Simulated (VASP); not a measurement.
# Zr (P6_3/mmc) in VASP: notebook

Zr is run at these levels: PBE+D4; tasks: single point.

Program: VASP 6.6.1. These are calculated values, not measurements. Logs are shortened: lines on timing, memory, paths and dates and some standing lists are left out, and cuts for length are marked.

## (1) The cell of the first run

Symmetry: P6_3/mmc, No. 194, hexagonal system. Conventional cell: a = 3.232 Å, b = 3.232 Å, c = 5.147 Å, α = 90.00°, β = 90.00°, γ = 120.00°. Zr (site symmetry -6m2) has 12 Zr at 3.18 to 3.23 Å within 4.2 Å.

## (2) Single point, PBE+D4

INCAR

```
  PREC = Accurate
  ENCUT = 520
  EDIFF = 1E-6
  ISMEAR = -1
  SIGMA = 0.05
  LREAL = F
  LASPH = T
  NELM = 80
  ALGO = Normal
  ISIF = 2
  LWAVE = F
  LCHARG = T
  GGA = PE
  IVDW = 13
  LELF = T
  LVHAR = T
  NBANDS = 19
```

KPOINTS

```
regular mesh
0
Gamma
  8 8 5
```

POSCAR

```
Zr
1.0
    3.2320000000      0.0000000000      0.0000000000
   -1.6160000000      2.7989940000      0.0000000000
    0.0000000000      0.0000000000      5.1470000000
Zr
2
Direct
    0.3333333333      0.6666666667      0.2500000000
    0.6666666667      0.3333333333      0.7500000000
```

Potentials or basis: VASP PAW PBE potentials, release 64 (Zr_sv).

On the command line:

```sh
$ cat potpaw_PBE.64/Zr_sv/POTCAR > POTCAR
$ mpirun -np 1 vasp_std > vasp.out
```

OUTCAR:

```text
PREC = Accurate
   ENCUT = 520
   EDIFF = 1E-6
   ISMEAR = -1
   LREAL = F
   LASPH = T
   NELM = 80
   ISIF = 2
   GGA = PE
   IVDW = 13

 ion  position               nearest neighbor table
   1  0.333  0.667  0.250-   2 3.18   2 3.18   2 3.18   2 3.18   2 3.18   2 3.18
   2  0.667  0.333  0.750-   1 3.18   1 3.18   1 3.18   1 3.18   1 3.18   1 3.18

  LATTYP: Found a hexagonal cell.
 ALAT       =     3.2320000000
 C/A-ratio  =     1.5925123762

  Lattice vectors:

 A1 = (   3.2320000000,   0.0000000000,   0.0000000000)
 A2 = (  -1.6160000000,   2.7989940000,   0.0000000000)
 A3 = (   0.0000000000,   0.0000000000,   5.1470000000)

Analysis of symmetry for initial positions (statically):
=====================================================================
 Subroutine PRICEL returns:
 Original cell was already a primitive cell.

 Routine SETGRP: Setting up the symmetry group for a
 hexagonal supercell.

 Subroutine GETGRP returns: Found 24 space group operations
 (whereof 12 operations were pure point group operations)
 out of a pool of 24 trial point group operations.

The static configuration has the point symmetry D_3d.
 The point group associated with its full space group is D_6h.

Analysis of symmetry for dynamics (positions and initial velocities):
=====================================================================
 Subroutine PRICEL returns:
 Original cell was already a primitive cell.

 Routine SETGRP: Setting up the symmetry group for a
 hexagonal supercell.

 Subroutine GETGRP returns: Found 24 space group operations
 (whereof 12 operations were pure point group operations)
 out of a pool of 24 trial point group operations.

The dynamic configuration has the point symmetry D_3d.
 The point group associated with its full space group is D_6h.

 Subroutine INISYM returns: Found 24 space group operations
 (whereof 12 operations are pure point group operations),
 and found     1 'primitive' translations

----------------------------------------------------------------------------------------

                                     Primitive cell

  volume of cell :      46.5616

  direct lattice vectors                    reciprocal lattice vectors
     3.232000000  0.000000000  0.000000000     0.309405941  0.178635610  0.000000000
    -1.616000000  2.798994000  0.000000000     0.000000000  0.357271220  0.000000000
     0.000000000  0.000000000  5.147000000     0.000000000  0.000000000  0.194287935

  length of vectors
     3.232000000  3.231999909  5.147000000     0.357271210  0.357271220  0.194287935

  position of ions in fractional coordinates (direct lattice)
     0.333333333  0.666666667  0.250000000
     0.666666667  0.333333333  0.750000000

  ion indices of the primitive-cell ions
   primitive index   ion index
                 1           1
                 2           2

----------------------------------------------------------------------------------------

 KPOINTS: regular mesh

Automatic generation of k-mesh.
 Grid dimensions read from file:
 generate k-points for:    8    8    5

 Generating k-lattice:

  Cartesian coordinates                     Fractional coordinates (reciprocal lattice)
     0.038675743  0.022329451  0.000000000     0.125000000  0.000000000  0.000000000
     0.000000000  0.044658902  0.000000000     0.000000000  0.125000000  0.000000000
     0.000000000  0.000000000  0.038857587     0.000000000  0.000000000  0.200000000

  Length of vectors
     0.044658901  0.044658902  0.038857587

  Shift w.r.t. Gamma in fractional coordinates (k-lattice)
     0.000000000  0.000000000  0.000000000

 Subroutine IBZKPT returns following result:
 ===========================================

 Found     30 irreducible k-points:

 Following reciprocal coordinates:
            Coordinates               Weight
  0.000000  0.000000  0.000000      1.000000
  0.125000 -0.000000  0.000000      6.000000
  0.250000 -0.000000  0.000000      6.000000
  0.375000 -0.000000  0.000000      6.000000
  0.500000 -0.000000  0.000000      3.000000
  0.125000  0.125000  0.000000      6.000000
[... 16 lines left out ...]
  0.250000 -0.000000  0.400000     12.000000
  0.375000 -0.000000  0.400000     12.000000
 [... further k-points ...]
   k-points           NKPTS =     30   k-points in BZ     NKDIM =     30   number of bands    NBANDS=     19
   number of dos      NEDOS =    301   number of ions     NIONS =      2
   total plane-waves  NPLWV =  23040
   dimension x,y,z NGX =    24 NGY =   24 NGZ =   40
   dimension x,y,z NGXF=    48 NGYF=   48 NGZF=   80
   ions per type =               2
   NGX,Y,Z   is equivalent  to a cutoff of  12.34, 12.34, 12.92 a.u.
   NGXF,Y,Z  is equivalent  to a cutoff of  24.69, 24.69, 25.84 a.u.
 SYSTEM =  unknown system
   PREC   = accura    normal or accurate (medium, high low for compatibility)
   ISTART =      0    job   : 0-new  1-cont  2-samecut
   ICHARG =      2    charge: 1-file 2-atom 10-const
   ISPIN  =      1    spin polarized calculation?
   LNONCOLLINEAR =      F non collinear calculations
   LSORBIT =      F    spin-orbit coupling
   LASPH  =      T    aspherical Exc in radial PAW
   ENCUT  =  520.0 eV  38.22 Ry    6.18 a.u.   6.01  6.01  9.57*2*pi/ulx,y,z
   NELM   =     80;   NELMIN=  2; NELMDL= -5     # of ELM steps
   EDIFF  = 0.1E-05   stopping-criterion for ELM
   LREAL  =      F    real-space projection
   EDIFFG = 0.1E-04   stopping-criterion for IOM
   NSW    =      0    number of steps for IOM
   IBRION =     -1    ionic relax: 0-MD 1-quasi-New 2-CG
   NFREE  =      0    steps in history (QN), initial steepest desc. (CG)
   ISIF   =      2    stress and relaxation
   ISYM   =      2    0-nonsym 1-usesym 2-fastsym
   POTIM  = 0.5000    time-step for ionic-motion
   TEBEG  =    0.0;   TEEND  =   0.0 temperature during run
   PSTRESS=    0.0 pullay stress
   NELECT =      24.0000    total number of electrons
   NUPDOWN=      -1.0000    fix difference up-down
   EMIN   =  10.00;   EMAX   =-10.00  energy-range for DOS
   EFERMI =   0.00;   METHOD = LEGACY
   ISMEAR =    -1;   SIGMA  =   0.05  broadening in eV -4-tet -1-fermi 0-gaus
   EFERMI_NEDOS =   21; number of points for ismear=-14 and -15
   IALGO  =     38    algorithm
   IMIX   =      4    mixing-type and parameters
     AMIX     =   0.40;   BMIX     =  1.00
     AMIX_MAG =   1.60;   BMIX_MAG =  1.00
  volume/ion in A,a.u.               =      23.28       157.11
  Fermi-wavevector in a.u.,A,eV,Ry     =   1.312611  2.480475 23.442130  1.722948
  Thomas-Fermi vector in A             =   2.442991
   LORBIT       =      0    0 simple, 1 ext, 2 COOP (PROOUT), +10 PAW based schemes
   GGA     = PE    functional components
   LHFCALC =     F    Hartree Fock is set to
   AEXX    =    0.0000 exact exchange contribution
   IVDW    =    13    specifies the selected vdW correction
   LEPSILON=     F    determine dielectric tensor
   LRPA    =     F    only Hartree local field effects (RPA)
 non-spin polarized calculation
  energy-cutoff  :      520.00
  volume of cell :       46.56
 maximum number of plane-waves:      1268
   NGX = 13   NGY = 13   NGZ = 19

 number of electron      24.0000000 magnetization

 Free energy of the ion-electron system (eV)
  ---------------------------------------------------
  ext. energy  EPLUGINS =         0.00000000
  ---------------------------------------------------
  free energy    TOTEN  =       -17.04681827 eV

  energy without entropy =      -17.02973317  energy(sigma->0) =      -17.03827572

 E-fermi :   9.0234     XC(G=0): -11.0824

 val. band max:        9.0181387004   @ k =   0.0000   0.0000   0.4000
 cond. band min:       9.0930468700   @ k =   0.2500   0.1250   0.4000
 fundamental gap:      0.0749081696
 Fermi energy:         9.0233823469

 k-point     1 :       0.0000    0.0000    0.0000
  band No.  band energies     occupation
      1     -39.8470      2.00000
      2     -39.6926      2.00000
      3     -18.3674      2.00000
      4     -17.5016      2.00000
      5     -17.5016      2.00000
      6     -17.3609      2.00000
[... 11 lines left out ...]
     18      11.1296      0.00000
     19      13.4249      0.00000

 k-point     2 :       0.1250   -0.0000    0.0000
  band No.  band energies     occupation
      1     -39.8297      2.00000
      2     -39.6856      2.00000
      3     -18.3204      2.00000
      4     -17.6037      2.00000
      5     -17.5348      2.00000
      6     -17.4653      2.00000
[... 11 lines left out ...]
     18      10.9235      0.00000
     19      13.6719      0.00000

 k-point     3 :       0.2500   -0.0000    0.0000
  band No.  band energies     occupation
      1     -39.7858      2.00000
      2     -39.6705      2.00000
      3     -18.1938      2.00000
      4     -17.8498      2.00000
      5     -17.7062      2.00000
      6     -17.6102      2.00000
[... 11 lines left out ...]
     18      11.9668      0.00000
     19      14.0357      0.00000

 k-point     4 :       0.3750   -0.0000    0.0000
  band No.  band energies     occupation
      1     -39.7362      2.00000
      2     -39.6607      2.00000
      3     -18.0939      2.00000
      4     -18.0314      2.00000
      5     -17.9319      2.00000
      6     -17.6812      2.00000
[... 11 lines left out ...]
     18      13.3579      0.00000
     19      14.2369      0.00000

 k-point     5 :       0.5000   -0.0000    0.0000
  band No.  band energies     occupation
      1     -39.7113      2.00000
      2     -39.6608      2.00000
      3     -18.1938      2.00000
      4     -18.0219      2.00000
      5     -17.9353      2.00000
      6     -17.7096      2.00000
[... 11 lines left out ...]
     18      14.2921      0.00000
     19      15.1944      0.00000
[... 334 lines left out ...]
      2     -39.7466      2.00000
      3     -18.0351      2.00000
      4     -17.7249      2.00000
      5     -17.4531      2.00000
      6     -17.4531      2.00000
[... 11 lines left out ...]
     18      12.5048      0.00000
     19      13.2719      0.00000

 k-point    22 :       0.1250   -0.0000    0.4000
  band No.  band energies     occupation
      1     -39.7805      2.00000
      2     -39.7359      2.00000
      3     -18.0332      2.00000
      4     -17.7678      2.00000
      5     -17.5301      2.00000
      6     -17.4797      2.00000
[... 11 lines left out ...]
     18      12.5085      0.00000
     19      13.2548      0.00000

 k-point    23 :       0.2500   -0.0000    0.4000
  band No.  band energies     occupation
      1     -39.7463      2.00000
      2     -39.7107      2.00000
      3     -18.0764      2.00000
      4     -17.9346      2.00000
      5     -17.6577      2.00000
      6     -17.5421      2.00000
[... 11 lines left out ...]
     18      12.7096      0.00000
     19      13.2684      0.00000

 k-point    24 :       0.3750   -0.0000    0.4000
  band No.  band energies     occupation
      1     -39.7102      2.00000
      2     -39.6868      2.00000
      3     -18.2103      2.00000
      4     -18.1379      2.00000
      5     -17.6811      2.00000
      6     -17.6027      2.00000
[... 11 lines left out ...]
     18      13.3620      0.00000
     19      13.7065      0.00000

 [... further k-points ...]

------------------------ aborting loop because EDIFF is reached ----------------------------------------

  DFT-D4 for vdW energy calculation

  Edisp (eV):   -0.40904

  FORCE on cell =-STRESS in cart. coord.  units (eV):
  Direction    XX          YY          ZZ          XY          YZ          ZX
  --------------------------------------------------------------------------------------
  -------------------------------------------------------------------------------------
  Total      -0.33187    -0.33187    -0.02161     0.00000    -0.00000     0.00000
  in kB     -11.41977   -11.41977    -0.74346     0.00000    -0.00000     0.00000
  external pressure =       -7.86 kB  Pullay stress =        0.00 kB

 VOLUME and BASIS-vectors are now :
 -----------------------------------------------------------------------------
  energy-cutoff  :      520.00
  volume of cell :       46.56
      direct lattice vectors                 reciprocal lattice vectors
     3.232000000  0.000000000  0.000000000     0.309405941  0.178635610  0.000000000
    -1.616000000  2.798994000  0.000000000     0.000000000  0.357271220  0.000000000
     0.000000000  0.000000000  5.147000000     0.000000000  0.000000000  0.194287935

 POSITION                                       TOTAL-FORCE (eV/Angst)
 -----------------------------------------------------------------------------------
     -0.00000      1.86600      1.28675         0.000000     -0.000000      0.000000
      1.61600      0.93300      3.86025        -0.000000      0.000000      0.000000
 -----------------------------------------------------------------------------------
    total drift:                               -0.000000      0.000000     -0.000000

  FREE ENERGIE OF THE ION-ELECTRON SYSTEM (eV)
  ---------------------------------------------------
  free  energy   TOTEN  =       -17.4558589933 eV

  energy  without entropy=      -17.4387738933  energy(sigma->0) =      -17.44731644
```

Run time: 26 s. Hardware: 1 thread of Intel Xeon Platinum 8259CL at 2.50GHz (Skylake/Cascade Lake), shared host; peak memory 0.16 GiB.

Results:

| Item | Value |
| --- | --- |
| Free energy | -17.4559 eV |
| Pressure | -0.8 GPa |
| Band gap on the k mesh | zero (band 12 reaches 9.85 eV, above the bottom of band 13 at 8.74 eV) |
| Dispersion energy per atom | -0.205 eV |

Caveat: pairwise dispersion overbinds metals, which lowers pressure and volume.

## (3) Single point, PBE+D4

This run uses another cell than the first one, of 24.21 Å³/atom, 1.040 times its volume.

INCAR

```
SYSTEM = Zr
ALGO = Normal
EDIFF = 1E-6
ENCUT = 520
GGA = PE
ISIF = 2
ISMEAR = -1
IVDW = 13
LASPH = .TRUE.
LCHARG = .FALSE.
LREAL = .FALSE.
LWAVE = .FALSE.
NBANDS = 19
NELM = 80
PREC = Accurate
SIGMA = 0.05
```

KPOINTS

```
k-points
0
G
  8 8 5
  0 0 0
```

POSCAR

```
Zr
1.0
    3.2745311931      0.0000000000      0.0000000000
   -1.6372655966      2.8358270923      0.0000000000
    0.0000000000      0.0000000000      5.2147314515
Zr
2
Direct
    0.3333333333      0.6666666667      0.2500000000
    0.6666666667      0.3333333333      0.7500000000
```

Potentials or basis: VASP PAW PBE potentials, release 64 (Zr_sv).

On the command line:

```sh
$ cat potpaw_PBE.64/Zr_sv/POTCAR > POTCAR
$ mpirun -np 1 vasp_std > vasp.out
```

Run time: 24 s. Hardware: 1 thread of Intel Xeon Platinum 8259CL at 2.50GHz (Skylake/Cascade Lake), shared host; peak memory 0.16 GiB.

Results (log left out):

```
Free energy                : -17.4268 eV
Pressure                   : -4.2 GPa
Band gap on the k mesh     : zero (band 12 reaches 9.42 eV, above the bottom of band 13 at 8.33 eV)
Dispersion energy per atom : -0.197 eV
```

Stress tensor (GPa, compression positive):
```
-4.43  0.00  0.00
 0.00 -4.43  0.00
 0.00  0.00 -3.79
```

Levels at points of the mesh, in eV from the Fermi level:
```
           k point  band 9  band 10  band 11  band 12  band 13  band 14  band 15  band 16
(0.00, 0.00, 0.00)   -5.61    -2.96     0.82     0.82     0.96     1.00     1.48     1.48
(0.50, 0.00, 0.00)   -2.49    -2.46    -2.06    -0.32     0.51     0.71     1.37     4.64
```

Caveat: pairwise dispersion overbinds metals, which lowers pressure and volume.

## (4) Single point, PBE+D4

This run uses another cell than the first one, of 25.14 Å³/atom, 1.080 times its volume.

INCAR

```
  PREC = Accurate
  ENCUT = 520
  EDIFF = 1E-7
  ISMEAR = -1
  SIGMA = 0.05
  LREAL = False
  LASPH = True
  NELM = 100
  ALGO = Normal
  ISIF = 2
  LWAVE = False
  LCHARG = False
  GGA = PE
  IVDW = 13
  NBANDS = 19
```

KPOINTS

```
Automatic mesh
0
Gamma
  8 8 5
```

POSCAR

```
Zr
1.0
    3.3159853558      0.0000000000      0.0000000000
   -1.6579926779      2.8717274489      0.0000000000
    0.0000000000      0.0000000000      5.2807477185
Zr
2
Direct
    0.3333333333      0.6666666667      0.2500000000
    0.6666666667      0.3333333333      0.7500000000
```

On the command line:

```sh
$ cat potpaw_PBE.64/Zr_sv/POTCAR > POTCAR
$ mpirun -np 1 vasp_std > vasp.out
```

Run time: 51 s. Hardware: 1 thread of Intel Xeon Platinum 8259CL at 2.50GHz (Skylake/Cascade Lake), shared host; peak memory 0.18 GiB.

Results (log left out):

```
Free energy                : -17.3611 eV
Pressure                   : -7.1 GPa
Band gap on the k mesh     : zero (band 12 reaches 9.01 eV, above the bottom of band 13 at 7.95 eV)
Dispersion energy per atom : -0.189 eV
```

Stress tensor (GPa, compression positive):
```
-7.20  0.00  0.00
 0.00 -7.20  0.00
 0.00  0.00 -6.93
```

Levels at points of the mesh, in eV from the Fermi level:
```csv
k point,band 8,band 9,band 10,band 11,band 12,band 13,band 14,band 15,band 16,band 17
"(0.00, 0.00, 0.00)",-26.63,-5.54,-2.86,0.82,0.82,0.88,0.95,1.44,1.44,1.96
"(0.50, 0.00, 0.00)",-26.72,-2.43,-2.33,-1.95,-0.38,0.52,0.67,1.30,4.43,4.79
```

Caveat: pairwise dispersion overbinds metals, which lowers pressure and volume.

## (5) Single point, PBE+D4

This run uses another cell than the first one, of 26.07 Å³/atom, 1.120 times its volume.

INCAR

```
SYSTEM = Zr
PREC = Accurate ; ENCUT = 520
EDIFF = 1E-6 ; ISMEAR = -1
SIGMA = 0.05 ; LREAL = .FALSE.
LASPH = .TRUE. ; NELM = 100
ALGO = Normal ; ISIF = 2
LWAVE = .FALSE. ; LCHARG = .TRUE.
GGA = PE ; IVDW = 13
LELF = .TRUE. ; LVHAR = .TRUE.
NBANDS = 19
```

KPOINTS

```
regular mesh
0
G
  8 8 5
  0 0 0
```

POSCAR

```
Zr
1.0
    3.3564281874      0.0000000000      0.0000000000
   -1.6782140937      2.9067519672      0.0000000000
    0.0000000000      0.0000000000      5.3451534284
Zr
2
Direct
    0.3333333333      0.6666666667      0.2500000000
    0.6666666667      0.3333333333      0.7500000000
```

On the command line:

```sh
$ cat potpaw_PBE.64/Zr_sv/POTCAR > POTCAR
$ mpirun -np 1 vasp_std > vasp.out
```

Run time: 44 s. Hardware: 1 thread of Intel Xeon Platinum 8259CL at 2.50GHz (Skylake/Cascade Lake), shared host; peak memory 0.18 GiB.

It converged, with:

```yaml
Free_energy: -17.2648 eV
Pressure: -9.5 GPa
Band_gap_on_the_k_mesh: zero (band 12 reaches 8.62 eV, above the bottom of band 13 at 7.60 eV)
Dispersion_energy_per_atom: -0.183 eV
```

Levels at points of the mesh, in eV from the Fermi level:
| k point | band 10 | band 11 | band 12 | band 13 | band 14 | band 15 |
| --- | --- | --- | --- | --- | --- | --- |
| (0.00, 0.00, 0.00) | -2.76 | 0.78 | 0.81 | 0.81 | 0.93 | 1.40 |
| (0.50, 0.00, 0.00) | -2.21 | -1.85 | -0.43 | 0.52 | 0.64 | 1.25 |

Caveat: pairwise dispersion overbinds metals, which lowers pressure and volume.

## (6) The runs side by side

```tsv
cell	gap on the mesh (eV)	pressure (GPa)
a = 3.232, b = 3.232, c = 5.147 Å, angles 90.0, 90.0, 120.0°, 2 atoms	none	-0.8
a = 3.275, b = 3.275, c = 5.215 Å, angles 90.0, 90.0, 120.0°, 2 atoms	none	-4.2
a = 3.316, b = 3.316, c = 5.281 Å, angles 90.0, 90.0, 120.0°, 2 atoms	none	-7.1
a = 3.356, b = 3.356, c = 5.345 Å, angles 90.0, 90.0, 120.0°, 2 atoms	none	-9.5
```

Alike in all rows: task single point; level PBE+D4; potentials or basis VASP PAW PBE potentials, release 64 (Zr_sv); no spin polarisation; k mesh 8 × 8 × 5; cutoff (eV) 520; smearing fermi-dirac 0.05 eV.

Caveats: pairwise dispersion overbinds metals, which lowers pressure and volume.

Total energies depend on the potentials used, so only differences within one code and one set of settings carry meaning.
